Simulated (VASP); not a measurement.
# Ni (Fm-3m) in VASP: notebook

Ni is run at these levels: LDA; tasks: single point.

Program: VASP 6.6.1. These are calculated values, not measurements. Logs are shortened: lines on timing, memory, paths and dates and some standing lists are left out, and cuts for length are marked.

### Step 1. The cell of the first run

The structure is cubic, space group Fm-3m (No. 225). The conventional cell has a = 3.491 Å, b = 3.491 Å, c = 3.491 Å, α = 90.00°, β = 90.00°, γ = 90.00°. Within 3.3 Å of Ni (site symmetry m-3m) lie 12 Ni at 2.47 Å.

### Step 2. Single point, LDA, collinear spin, ferromagnetic start (10.64 Å³/atom)

The input, INCAR:

```
PREC = Accurate
ENCUT = 520
EDIFF = 1E-6
ISMEAR = 0
SIGMA = 0.15
LREAL = F
LASPH = T
NELM = 150
ALGO = Normal
ISIF = 2
LWAVE = F
LCHARG = F
ISPIN = 2
MAGMOM = 0.25
LORBIT = 11
NUPDOWN = 0.25
LMAXMIX = 4
GGA = CA
NBANDS = 15
```

The input, KPOINTS:

```
regular mesh
0
Gamma
  24 24 24
```

The input, POSCAR:

```
Ni
1.0
    0.0000000000      1.7455396617      1.7455396617
    1.7455396617      0.0000000000      1.7455396617
    1.7455396617      1.7455396617      0.0000000000
Ni
1
Direct
    0.0000000000      0.0000000000      0.0000000000
```

Potentials or basis: VASP PAW LDA potentials, release 64 (Ni).

Started as:

```bash
> cat potpaw_LDA.64/Ni/POTCAR > POTCAR
> mpirun -np 1 vasp_std > vasp.out
```

OUTCAR:

```text
PREC = Accurate
   ENCUT = 520
   EDIFF = 1E-6
   ISMEAR = 0
   LREAL = F
   LASPH = T
   NELM = 150
   ISIF = 2
   ISPIN = 2
   LORBIT = 11
   NUPDOWN = 0.25
   GGA = CA

 ion  position               nearest neighbor table
   1  0.000  0.000  0.000-

  LATTYP: Found a face centered cubic cell.
 ALAT       =     3.4910793234

  Lattice vectors:

 A1 = (   0.0000000000,   1.7455396617,   1.7455396617)
 A2 = (   1.7455396617,   0.0000000000,   1.7455396617)
 A3 = (   1.7455396617,   1.7455396617,   0.0000000000)

Analysis of symmetry for initial positions (statically):
=====================================================================
 Subroutine PRICEL returns:
 Original cell was already a primitive cell.

 Routine SETGRP: Setting up the symmetry group for a
 face centered cubic supercell.

 Subroutine GETGRP returns: Found 48 space group operations
 (whereof 48 operations were pure point group operations)
 out of a pool of 48 trial point group operations.

The static configuration has the point symmetry O_h .

Analysis of symmetry for dynamics (positions and initial velocities):
=====================================================================
 Subroutine PRICEL returns:
 Original cell was already a primitive cell.

 Routine SETGRP: Setting up the symmetry group for a
 face centered cubic supercell.

 Subroutine GETGRP returns: Found 48 space group operations
 (whereof 48 operations were pure point group operations)
 out of a pool of 48 trial point group operations.

The dynamic configuration has the point symmetry O_h .

Analysis of structural, dynamic, and magnetic symmetry:
=====================================================================
 Subroutine PRICEL returns:
 Original cell was already a primitive cell.

 Routine SETGRP: Setting up the symmetry group for a
 face centered cubic supercell.

 Subroutine GETGRP returns: Found 48 space group operations
 (whereof 48 operations were pure point group operations)
 out of a pool of 48 trial point group operations.

The overall configuration has the point symmetry O_h .

 Subroutine INISYM returns: Found 48 space group operations
 (whereof 48 operations are pure point group operations),
 and found     1 'primitive' translations

----------------------------------------------------------------------------------------

                                     Primitive cell

  volume of cell :      10.6370

  direct lattice vectors                    reciprocal lattice vectors
     0.000000000  1.745539662  1.745539662    -0.286444365  0.286444365  0.286444365
     1.745539662  0.000000000  1.745539662     0.286444365 -0.286444365  0.286444365
     1.745539662  1.745539662  0.000000000     0.286444365  0.286444365 -0.286444365

  length of vectors
     2.468565863  2.468565863  2.468565863     0.496136194  0.496136194  0.496136194

  position of ions in fractional coordinates (direct lattice)
     0.000000000  0.000000000  0.000000000

  ion indices of the primitive-cell ions
   primitive index   ion index
                 1           1

----------------------------------------------------------------------------------------

 KPOINTS: regular mesh

Automatic generation of k-mesh.
 Grid dimensions read from file:
 generate k-points for:   24   24   24

 Generating k-lattice:

  Cartesian coordinates                     Fractional coordinates (reciprocal lattice)
    -0.011935182  0.011935182  0.011935182     0.041666667  0.000000000  0.000000000
     0.011935182 -0.011935182  0.011935182     0.000000000  0.041666667  0.000000000
     0.011935182  0.011935182 -0.011935182     0.000000000  0.000000000  0.041666667

  Length of vectors
     0.020672341  0.020672341  0.020672341

  Shift w.r.t. Gamma in fractional coordinates (k-lattice)
     0.000000000  0.000000000  0.000000000

 Subroutine IBZKPT returns following result:
 ===========================================

 Found    413 irreducible k-points:

 Following reciprocal coordinates:
            Coordinates               Weight
  0.000000  0.000000  0.000000      1.000000
  0.041667  0.000000  0.000000      8.000000
  0.083333  0.000000  0.000000      8.000000
  0.125000  0.000000  0.000000      8.000000
  0.166667  0.000000  0.000000      8.000000
  0.208333  0.000000  0.000000      8.000000
[... 16 lines left out ...]
  0.416667  0.041667  0.000000     24.000000
  0.458333  0.041667  0.000000     24.000000
 [... further k-points ...]
   k-points           NKPTS =    413   k-points in BZ     NKDIM =    413   number of bands    NBANDS=     15
   number of dos      NEDOS =    301   number of ions     NIONS =      1
   total plane-waves  NPLWV =   5832
   dimension x,y,z NGX =    18 NGY =   18 NGZ =   18
   dimension x,y,z NGXF=    36 NGYF=   36 NGZF=   36
   ions per type =               1
   NGX,Y,Z   is equivalent  to a cutoff of  12.12, 12.12, 12.12 a.u.
   NGXF,Y,Z  is equivalent  to a cutoff of  24.24, 24.24, 24.24 a.u.
 SYSTEM =  unknown system
   PREC   = accura    normal or accurate (medium, high low for compatibility)
   ISTART =      0    job   : 0-new  1-cont  2-samecut
   ICHARG =      2    charge: 1-file 2-atom 10-const
   ISPIN  =      2    spin polarized calculation?
   LNONCOLLINEAR =      F non collinear calculations
   LSORBIT =      F    spin-orbit coupling
   LASPH  =      T    aspherical Exc in radial PAW
   ENCUT  =  520.0 eV  38.22 Ry    6.18 a.u.   4.59  4.59  4.59*2*pi/ulx,y,z
   NELM   =    150;   NELMIN=  2; NELMDL= -5     # of ELM steps
   EDIFF  = 0.1E-05   stopping-criterion for ELM
   LREAL  =      F    real-space projection
   EDIFFG = 0.1E-04   stopping-criterion for IOM
   NSW    =      0    number of steps for IOM
   IBRION =     -1    ionic relax: 0-MD 1-quasi-New 2-CG
   NFREE  =      0    steps in history (QN), initial steepest desc. (CG)
   ISIF   =      2    stress and relaxation
   ISYM   =      2    0-nonsym 1-usesym 2-fastsym
   POTIM  = 0.5000    time-step for ionic-motion
   TEBEG  =    0.0;   TEEND  =   0.0 temperature during run
   PSTRESS=    0.0 pullay stress
   NELECT =      10.0000    total number of electrons
   NUPDOWN=       0.2500    fix difference up-down
   EMIN   =  10.00;   EMAX   =-10.00  energy-range for DOS
   EFERMI =   0.00;   METHOD = LEGACY
   ISMEAR =     0;   SIGMA  =   0.15  broadening in eV -4-tet -1-fermi 0-gaus
   EFERMI_NEDOS =   21; number of points for ismear=-14 and -15
   IALGO  =     38    algorithm
   IMIX   =      4    mixing-type and parameters
     AMIX     =   0.40;   BMIX     =  1.00
     AMIX_MAG =   1.60;   BMIX_MAG =  1.00
  volume/ion in A,a.u.               =      10.64        71.78
  Fermi-wavevector in a.u.,A,eV,Ry     =   1.603744  3.030637 34.994125  2.571996
  Thomas-Fermi vector in A             =   2.700359
   LORBIT       =     11    0 simple, 1 ext, 2 COOP (PROOUT), +10 PAW based schemes
   GGA     = CA    functional components
   LHFCALC =     F    Hartree Fock is set to
   AEXX    =    0.0000 exact exchange contribution
   IVDW    =     0    specifies the selected vdW correction
   LEPSILON=     F    determine dielectric tensor
   LRPA    =     F    only Hartree local field effects (RPA)
 spin polarized calculation
 Gauss-broadening in eV      SIGMA  =   0.15
  energy-cutoff  :      520.00
  volume of cell :       10.64
 maximum number of plane-waves:       302
   NGX =  9   NGY =  9   NGZ =  9

 number of electron      10.0000006 magnetization       0.2500000

 Free energy of the ion-electron system (eV)
  ---------------------------------------------------
  ext. energy  EPLUGINS =         0.00000000
  ---------------------------------------------------
  free energy    TOTEN  =        -6.53970739 eV

  energy without entropy =       -6.50444422  energy(sigma->0) =       -6.52207580

 E-fermi :   9.2730     XC(G=0): -13.7457

 val. band max:        9.2720035045   @ k =  -0.4167   0.3333   0.1250
 cond. band min:       9.1486146682   @ k =  -0.2500   0.1250   0.0000
 fundamental gap:     -0.1233888362
 Fermi energy:         9.1479976016

 spin component 1

 k-point     1 :       0.0000    0.0000    0.0000
  band No.  band energies     occupation
      1       0.2243      1.00000
      2       7.1360      1.00000
      3       7.1360      1.00000
      4       7.1360      1.00000
      5       8.3163      1.00000
      6       8.3163      1.00000
      7      33.3213      0.00000
      8      37.2717      0.00000
      9      37.2717      0.00000
     10      37.2717      0.00000
     11      40.3440      0.00000
     12      40.3440      0.00000
     13      40.3440      0.00000
     14      43.4216      0.00000
     15      49.7122      0.00000

 k-point     2 :       0.0417    0.0000    0.0000
  band No.  band energies     occupation
      1       0.2936      1.00000
      2       7.1168      1.00000
      3       7.1524      1.00000
      4       7.1524      1.00000
      5       8.3091      1.00000
      6       8.3091      1.00000
      7      33.1428      0.00000
      8      36.2202      0.00000
      9      37.1041      0.00000
     10      37.1041      0.00000
     11      40.5907      0.00000
     12      40.5907      0.00000
     13      41.0840      0.00000
     14      43.9219      0.00000
     15      48.9145      0.00000
[... 365 lines left out ...]
      3       7.2053      1.00000
      4       7.7640      1.00000
      5       8.9694      0.95390
      6       9.0685      0.77333
      7      17.3923      0.00000
      8      31.8433      0.00000
      9      33.3033      0.00000
     10      34.6714      0.00000
     11      37.9418      0.00000
     12      39.0088      0.00000
     13      43.7325      0.00000
     14      51.7711      0.00000
     15      54.6185      0.00000

 k-point    24 :       0.4583    0.0417    0.0000
  band No.  band energies     occupation
      1       4.5411      1.00000
      2       7.1017      1.00000
      3       7.1657      1.00000
      4       8.2441      1.00000
      5       9.0371      0.85213
      6       9.3810      0.01402
      7      16.1107      0.00000
      8      31.6400      0.00000
      9      33.4500      0.00000
     10      34.1564      0.00000
     11      37.9551      0.00000
     12      38.4503      0.00000
     13      43.9912      0.00000
     14      53.4815      0.00000
     15      55.5133      0.00000

 [... further k-points ...]

 spin component 2

 k-point     1 :       0.0000    0.0000    0.0000
  band No.  band energies     occupation
      1       0.2365      1.00000
      2       7.3960      1.00000
      3       7.3960      1.00000
      4       7.3960      1.00000
      5       8.5520      1.00000
      6       8.5520      1.00000
      7      33.3081      0.00000
      8      37.2862      0.00000
      9      37.2862      0.00000
     10      37.2862      0.00000
     11      40.4093      0.00000
     12      40.4093      0.00000
     13      40.4093      0.00000
     14      43.4050      0.00000
     15      49.7827      0.00000

 k-point     2 :       0.0417    0.0000    0.0000
  band No.  band energies     occupation
      1       0.3058      1.00000
      2       7.3760      1.00000
      3       7.4125      1.00000
      4       7.4125      1.00000
      5       8.5447      1.00000
      6       8.5447      1.00000
      7      33.1358      0.00000
      8      36.2410      0.00000
      9      37.1240      0.00000
     10      37.1240      0.00000
     11      40.6500      0.00000
     12      40.6500      0.00000
     13      41.1296      0.00000
     14      43.9134      0.00000
     15      48.9820      0.00000
[... 365 lines left out ...]
      3       7.4402      1.00000
      4       7.8759      1.00000
      5       9.2404      0.62059
      6       9.3105      0.36158
      7      17.5109      0.00000
      8      31.8347      0.00000
      9      33.3520      0.00000
     10      34.7197      0.00000
     11      37.9825      0.00000
     12      39.0509      0.00000
     13      43.7920      0.00000
     14      51.8400      0.00000
     15      54.5754      0.00000

 k-point    24 :       0.4583    0.0417    0.0000
  band No.  band energies     occupation
      1       4.6888      1.00000
      2       7.3307      1.00000
      3       7.3987      1.00000
      4       8.3571      1.00000
      5       9.3107      0.36103
      6       9.5794      0.00193
      7      16.2500      0.00000
      8      31.6305      0.00000
      9      33.4968      0.00000
     10      34.2023      0.00000
     11      37.9975      0.00000
     12      38.4950      0.00000
     13      44.0595      0.00000
     14      53.5791      0.00000
     15      55.9921      0.00000

 [... further k-points ...]

------------------------ aborting loop because EDIFF is reached ----------------------------------------

  FORCE on cell =-STRESS in cart. coord.  units (eV):
  Direction    XX          YY          ZZ          XY          YZ          ZX
  --------------------------------------------------------------------------------------
  -------------------------------------------------------------------------------------
  Total       -0.8995625     -0.8995625     -0.8995625      0.0000000      0.0000000     -0.0000000
  in kB     -135.4948469   -135.4948469   -135.4948469      0.0000000      0.0000000     -0.0000000
  external PRESSURE =    -135.4948469 kB  Pullay stress =       0.0000000 kB

 VOLUME and BASIS-vectors are now :
 -----------------------------------------------------------------------------
  energy-cutoff  :      520.00
  volume of cell :       10.64
      direct lattice vectors                 reciprocal lattice vectors
     0.000000000  1.745539662  1.745539662    -0.286444365  0.286444365  0.286444365
     1.745539662  0.000000000  1.745539662     0.286444365 -0.286444365  0.286444365
     1.745539662  1.745539662  0.000000000     0.286444365  0.286444365 -0.286444365

 POSITION                                       TOTAL-FORCE (eV/Angst)
 -----------------------------------------------------------------------------------
      0.00000      0.00000      0.00000        -0.000000     -0.000000      0.000000
 -----------------------------------------------------------------------------------
    total drift:                                0.000000     -0.000000      0.000000

  FREE ENERGIE OF THE ION-ELECTRON SYSTEM (eV)
  ---------------------------------------------------
  free  energy   TOTEN  =        -6.5397073877 eV

  energy  without entropy=       -6.5044442152  energy(sigma->0) =       -6.52207580

 total charge

# of ion       s       p       d       tot
------------------------------------------
    1        0.506   0.513   8.344   9.362

 magnetization (x)

# of ion       s       p       d       tot
------------------------------------------
    1       -0.003  -0.010   0.266   0.253
```

It took 2.1 min on 1 thread of AMD EPYC 7R43 (Zen 3), shared host; peak memory 0.16 GiB.

What came out:

```
Free energy                                           : -6.5397 eV
Pressure                                              : -13.5 GPa
Net moment                                            : 0.25 μB per cell
Site moments                                          : Ni +0.25 μB
Valence electrons inside the program's atomic spheres : Ni 9.36
```

Caveat: the cell stands under tension; the total moment is fixed, so each spin has its own Fermi level and the state may be an excited one.

### Step 3. Single point, LDA, collinear spin, ferromagnetic start (10.64 Å³/atom)

The input, INCAR:

```
SYSTEM = Ni
  PREC = Accurate
  ENCUT = 520
  EDIFF = 1E-7
  ISMEAR = 0
  SIGMA = 0.15
  LREAL = .False.
  LASPH = .True.
  NELM = 150
  ALGO = Fast
  ISIF = 2
  LWAVE = .False.
  LCHARG = .False.
  ISPIN = 2
  MAGMOM = 0.75
  LORBIT = 11
  NUPDOWN = 0.75
  LMAXMIX = 4
  NBANDS = 15
```

The input, KPOINTS:

```
Automatic mesh
0
Gamma
  24 24 24
  0 0 0
```

POSCAR is that of step 2.

Potentials or basis: VASP PAW LDA potentials, release 64 (Ni).

Started as:

```bash
> cat potpaw_LDA.64/Ni/POTCAR > POTCAR
> mpirun -np 1 vasp_std > vasp.out
```

OUTCAR:

```text
SYSTEM = Ni
   PREC = Accurate
   ENCUT = 520
   EDIFF = 1E-7
   ISMEAR = 0
   LREAL = .False.
   LASPH = .True.
   NELM = 150
   ISIF = 2
   ISPIN = 2
   LORBIT = 11
   NUPDOWN = 0.75

 ion  position               nearest neighbor table
   1  0.000  0.000  0.000-

  LATTYP: Found a face centered cubic cell.
 ALAT       =     3.4910793234

  Lattice vectors:

 A1 = (   0.0000000000,   1.7455396617,   1.7455396617)
 A2 = (   1.7455396617,   0.0000000000,   1.7455396617)
[... 1073 lines left out ...]
  -------------------------------------------------------------------------------------
  Total       -0.7826779     -0.7826779     -0.7826779     -0.0000000      0.0000000      0.0000000
  in kB     -117.8893341   -117.8893341   -117.8893341     -0.0000000      0.0000000      0.0000000
  external PRESSURE =    -117.8893341 kB  Pullay stress =       0.0000000 kB

 VOLUME and BASIS-vectors are now :
 -----------------------------------------------------------------------------
  energy-cutoff  :      520.00
  volume of cell :       10.64
      direct lattice vectors                 reciprocal lattice vectors
     0.000000000  1.745539662  1.745539662    -0.286444365  0.286444365  0.286444365
     1.745539662  0.000000000  1.745539662     0.286444365 -0.286444365  0.286444365
     1.745539662  1.745539662  0.000000000     0.286444365  0.286444365 -0.286444365

 POSITION                                       TOTAL-FORCE (eV/Angst)
 -----------------------------------------------------------------------------------
      0.00000      0.00000      0.00000         0.000000      0.000000      0.000000
 -----------------------------------------------------------------------------------
    total drift:                                0.000000     -0.000000      0.000000

  FREE ENERGIE OF THE ION-ELECTRON SYSTEM (eV)
  ---------------------------------------------------
  free  energy   TOTEN  =        -6.5463049769 eV

  energy  without entropy=       -6.5274105507  energy(sigma->0) =       -6.53685776

 total charge

# of ion       s       p       d       tot
------------------------------------------
    1        0.513   0.523   8.321   9.358

 magnetization (x)

# of ion       s       p       d       tot
------------------------------------------
    1       -0.000  -0.010   0.759   0.749
```

It took 2.6 min on 1 thread of AMD EPYC 7R43 (Zen 3), shared host; peak memory 0.16 GiB.

What came out:

```
Free energy                                           : -6.5463 eV
Pressure                                              : -11.8 GPa
Net moment                                            : 0.75 μB per cell
Site moments                                          : Ni +0.75 μB
Valence electrons inside the program's atomic spheres : Ni 9.36
```

Caveat: the cell stands under tension; the total moment is fixed, so each spin has its own Fermi level and the state may be an excited one.
